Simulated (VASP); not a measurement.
# Nb4H in VASP: notebook, part 2 of 3

VASP 6.6.1.

### Step 3. Single point, PBE

Input file INCAR:

```
PREC = Accurate ; ENCUT = 520
EDIFF = 1E-6 ; ISMEAR = 0
SIGMA = 0.1 ; LREAL = F
LASPH = T ; NELM = 60
ALGO = Normal ; ISIF = 2
LWAVE = F ; LCHARG = F
LDIPOL = T ; IDIPOL = 3
DIPOL = 0.5 0.5 0.339 ; GGA = PE
NBANDS = 34
```

Input file KPOINTS:

```
Automatic mesh
0
Gamma
  9 6 1
```

Input file POSCAR:

```
Nb4H
1.0
    2.9829001615      0.0000000000      0.0000000000
    0.0000000000      4.2184578637      0.0000000000
    0.0000000000      0.0000000000     19.8127690725
Nb H
4 1
Direct
    0.5000000000      0.5000000000      0.2018900026
    0.0000000000      0.0000000000      0.2771672178
    0.5000000000      0.5000000000      0.3569599732
    0.0000000000      0.0000000000      0.4195662425
    0.1666666667      0.5000000000      0.4389425289
```

Potentials or basis: VASP PAW PBE potentials, release 64 (Nb_sv, H).

The run is started by

```
$ cat potpaw_PBE.64/Nb_sv/POTCAR potpaw_PBE.64/H/POTCAR > POTCAR
$ mpirun -np 1 vasp_std > vasp.out
```

OUTCAR:

```text
PREC = Accurate
   ENCUT = 520
   EDIFF = 1E-6
   ISMEAR = 0
   LREAL = F
   LASPH = T
   NELM = 60
   ISIF = 2
   GGA = PE

 ion  position               nearest neighbor table
   1  0.500  0.500  0.202-   2 2.98   2 2.98   2 2.98   2 2.98
   2  0.000  0.000  0.277-   4 2.82   1 2.98   1 2.98   1 2.98   1 2.98   3 3.03   3 3.03   3 3.03
                             3 3.03
   3  0.500  0.500  0.357-   5 1.90   4 2.87   4 2.87   4 2.87   4 2.87   2 3.03   2 3.03   2 3.03
                             2 3.03
   4  0.000  0.000  0.420-   2 2.82   3 2.87   3 2.87   3 2.87   3 2.87
   5  0.167  0.500  0.439-   3 1.90

  LATTYP: Found a simple orthorhombic cell.
 ALAT       =     2.9829001615
 B/A-ratio  =     1.4142135624
 C/A-ratio  =     6.6421160615

  Lattice vectors:

 A1 = (   2.9829001615,   0.0000000000,   0.0000000000)
 A2 = (   0.0000000000,   4.2184578637,   0.0000000000)
 A3 = (   0.0000000000,   0.0000000000,  19.8127690725)

Analysis of symmetry for initial positions (statically):
=====================================================================
 Subroutine PRICEL returns:
 Original cell was already a primitive cell.

 Routine SETGRP: Setting up the symmetry group for a
 simple orthorhombic supercell.

 Subroutine GETGRP returns: Found  2 space group operations
 (whereof  2 operations were pure point group operations)
 out of a pool of  8 trial point group operations.

The static configuration has the point symmetry C_1h.

Analysis of symmetry for dynamics (positions and initial velocities):
=====================================================================
 Subroutine PRICEL returns:
 Original cell was already a primitive cell.

 Routine SETGRP: Setting up the symmetry group for a
 simple orthorhombic supercell.

 Subroutine GETGRP returns: Found  2 space group operations
 (whereof  2 operations were pure point group operations)
 out of a pool of  8 trial point group operations.

The dynamic configuration has the point symmetry C_1h.

 Subroutine INISYM returns: Found  2 space group operations
 (whereof  2 operations are pure point group operations),
 and found     1 'primitive' translations

----------------------------------------------------------------------------------------

                                     Primitive cell

  volume of cell :     249.3088

  direct lattice vectors                    reciprocal lattice vectors
     2.982900161  0.000000000  0.000000000     0.335244207  0.000000000  0.000000000
     0.000000000  4.218457864  0.000000000     0.000000000  0.237053452  0.000000000
     0.000000000  0.000000000 19.812769073     0.000000000  0.000000000  0.050472501

  length of vectors
     2.982900161  4.218457864 19.812769073     0.335244207  0.237053452  0.050472501

  position of ions in fractional coordinates (direct lattice)
     0.500000000  0.500000000  0.201890003
     0.000000000  0.000000000  0.277167218
     0.500000000  0.500000000  0.356959973
     0.000000000  0.000000000  0.419566242
     0.166666667  0.500000000  0.438942529

[... 38 lines left out ...]
  0.222222  0.000000  0.000000      2.000000
  0.333333  0.000000  0.000000      2.000000
  0.444444  0.000000  0.000000      2.000000
  0.000000  0.166667  0.000000      2.000000
[... 12 lines left out ...]
  0.333333  0.500000  0.000000      2.000000
  0.444444  0.500000  0.000000      2.000000
   k-points           NKPTS =     20   k-points in BZ     NKDIM =     20   number of bands    NBANDS=     34
   number of dos      NEDOS =    301   number of ions     NIONS =      5
   total plane-waves  NPLWV = 115200
   dimension x,y,z NGX =    24 NGY =   32 NGZ =  150
   dimension x,y,z NGXF=    48 NGYF=   64 NGZF=  300
   ions per type =               4   1
   NGX,Y,Z   is equivalent  to a cutoff of  13.38, 12.61, 12.59 a.u.
   NGXF,Y,Z  is equivalent  to a cutoff of  26.75, 25.22, 25.17 a.u.
 SYSTEM =  unknown system
   PREC   = accura    normal or accurate (medium, high low for compatibility)
   ISTART =      0    job   : 0-new  1-cont  2-samecut
   ICHARG =      2    charge: 1-file 2-atom 10-const
   ISPIN  =      1    spin polarized calculation?
   LNONCOLLINEAR =      F non collinear calculations
   LSORBIT =      F    spin-orbit coupling
   LASPH  =      T    aspherical Exc in radial PAW
   ENCUT  =  520.0 eV  38.22 Ry    6.18 a.u.   5.55  7.84 36.84*2*pi/ulx,y,z
   NELM   =     60;   NELMIN=  2; NELMDL= -5     # of ELM steps
   EDIFF  = 0.1E-05   stopping-criterion for ELM
   LREAL  =      F    real-space projection
   EDIFFG = 0.1E-04   stopping-criterion for IOM
   NSW    =      0    number of steps for IOM
   IBRION =     -1    ionic relax: 0-MD 1-quasi-New 2-CG
   NFREE  =      0    steps in history (QN), initial steepest desc. (CG)
   ISIF   =      2    stress and relaxation
   ISYM   =      2    0-nonsym 1-usesym 2-fastsym
   POTIM  = 0.5000    time-step for ionic-motion
   TEBEG  =    0.0;   TEEND  =   0.0 temperature during run
   PSTRESS=    0.0 pullay stress
   NELECT =      53.0000    total number of electrons
   NUPDOWN=      -1.0000    fix difference up-down
   EMIN   =  10.00;   EMAX   =-10.00  energy-range for DOS
   EFERMI =   0.00;   METHOD = LEGACY
   ISMEAR =     0;   SIGMA  =   0.10  broadening in eV -4-tet -1-fermi 0-gaus
   EFERMI_NEDOS =   21; number of points for ismear=-14 and -15
   IALGO  =     38    algorithm
   IMIX   =      4    mixing-type and parameters
     AMIX     =   0.40;   BMIX     =  1.00
     AMIX_MAG =   1.60;   BMIX_MAG =  1.00
  volume/ion in A,a.u.               =      49.86       336.48
  Fermi-wavevector in a.u.,A,eV,Ry     =   0.977059  1.846374 12.988732  0.954645
  Thomas-Fermi vector in A             =   2.107727
   LORBIT       =      0    0 simple, 1 ext, 2 COOP (PROOUT), +10 PAW based schemes
   GGA     = PE    functional components
   LHFCALC =     F    Hartree Fock is set to
   AEXX    =    0.0000 exact exchange contribution
   IVDW    =     0    specifies the selected vdW correction
   LEPSILON=     F    determine dielectric tensor
   LRPA    =     F    only Hartree local field effects (RPA)
 non-spin polarized calculation
 Gauss-broadening in eV      SIGMA  =   0.10
  energy-cutoff  :      520.00
  volume of cell :      249.31
 maximum number of plane-waves:      6753
 NGX is ok and might be reduce to    24
   NGX = 11   NGY = 15   NGZ = 73

 dipolmoment           0.000000      0.000000     -0.002896 electrons x Angstroem

 number of electron      53.0000006 magnetization

 dipolmoment           0.000000      0.000000      0.007803 electrons x Angstroem

 Free energy of the ion-electron system (eV)
  ---------------------------------------------------
  ext. energy  EPLUGINS =         0.00000000
  ---------------------------------------------------
  free energy    TOTEN  =       -39.98329666 eV

  energy without entropy =      -39.95089875  energy(sigma->0) =      -39.96709771

 E-fermi :   0.9539     XC(G=0):  -4.8975

 val. band max:        0.9424771339   @ k =   0.4444   0.5000   0.0000
 cond. band min:       0.9792231005   @ k =   0.2222   0.5000   0.0000
 fundamental gap:      0.0367459665
 Fermi energy:         0.9538533826

 k-point     1 :       0.0000    0.0000    0.0000
  band No.  band energies     occupation
      1     -54.0375      2.00000
      2     -54.0051      2.00000
      3     -53.7679      2.00000
      4     -53.6833      2.00000
      5     -30.4625      2.00000
      6     -30.2860      2.00000
[... 729 lines left out ...]
     33       2.7750      0.00000
     34       3.4728      0.00000

------------------------ aborting loop because EDIFF is reached ----------------------------------------

 vacuum level on the upper side and lower side of the slab       (xc-potential included)        -0.113        -0.232

  FORCE on cell =-STRESS in cart. coord.  units (eV):
  Direction    XX          YY          ZZ          XY          YZ          ZX
  --------------------------------------------------------------------------------------
  -------------------------------------------------------------------------------------
  Total       -4.5544464     -4.4829290     -2.2257043      0.0000000      0.0000000     -0.0025827
  in kB      -29.2690462    -28.8094408    -14.3034380      0.0000000      0.0000000     -0.0165977
  external PRESSURE =     -24.1273083 kB  Pullay stress =       0.0000000 kB

 VOLUME and BASIS-vectors are now :
 -----------------------------------------------------------------------------
  energy-cutoff  :      520.00
  volume of cell :      249.31
      direct lattice vectors                 reciprocal lattice vectors
     2.982900161  0.000000000  0.000000000     0.335244207  0.000000000  0.000000000
     0.000000000  4.218457864  0.000000000     0.000000000  0.237053452  0.000000000
     0.000000000  0.000000000 19.812769073     0.000000000  0.000000000  0.050472501

 POSITION                                       TOTAL-FORCE (eV/Angst)
 -----------------------------------------------------------------------------------
      1.49145      2.10923      4.00000        -0.095034      0.000000      1.395335
      0.00000      0.00000      5.49145         0.087890      0.000000     -1.189157
      1.49145      2.10923      7.07237        -0.029345      0.000000     -0.396501
      0.00000      0.00000      8.31277         0.559585      0.000000      0.177806
      0.49715      2.10923      8.69667        -0.523097      0.000000      0.012517
 -----------------------------------------------------------------------------------
    total drift:                               -0.000047      0.000000      0.000628

  FREE ENERGIE OF THE ION-ELECTRON SYSTEM (eV)
  ---------------------------------------------------
  free  energy   TOTEN  =       -39.9832966619 eV

  energy  without entropy=      -39.9508987531  energy(sigma->0) =      -39.96709771

 vacuum level on the upper side and lower side of the slab         4.508         4.358
```

OSZICAR:

```text
N       E                     dE             d eps       ncg     rms          rms(c)
DAV:   1     0.545521380232E+03    0.54552E+03   -0.28891E+04  1728   0.136E+03
DAV:   2     0.123055613432E+02   -0.53322E+03   -0.52028E+03  1790   0.533E+02
DAV:   3    -0.387984144201E+02   -0.51104E+02   -0.50134E+02  2160   0.107E+02
[... 18 lines left out ...]
DAV:  22    -0.399832529310E+02   -0.40452E-04   -0.41117E-06  1446   0.995E-03    0.331E-03
DAV:  23    -0.399832874910E+02   -0.34560E-04   -0.29990E-06  1208   0.569E-03    0.154E-03
DAV:  24    -0.399832929334E+02   -0.54424E-05   -0.38677E-07  1076   0.350E-03    0.957E-04
DAV:  25    -0.399832962914E+02   -0.33580E-05   -0.34444E-07   950   0.308E-03    0.453E-04
DAV:  26    -0.399832966619E+02   -0.37042E-06   -0.11205E-07   908   0.245E-03
   1 F= -.39983297E+02 E0= -.39967098E+02  d E =-.323979E-01
```

It took 2.6 min on 1 thread of Intel Xeon 6975P-C (Granite Rapids), shared host; peak memory 0.39 GiB.

What came out:

| Item | Value |
| --- | --- |
| Free energy | -39.9833 eV |
| Largest force | 1.399 eV/Å |

Forces on the atoms (eV/Å):
```
Nb  -0.095  0.000  1.395
Nb   0.088  0.000 -1.189
Nb  -0.029  0.000 -0.397
Nb   0.560  0.000  0.178
H   -0.523  0.000  0.013
```

(Continued in part 3 of 3.)
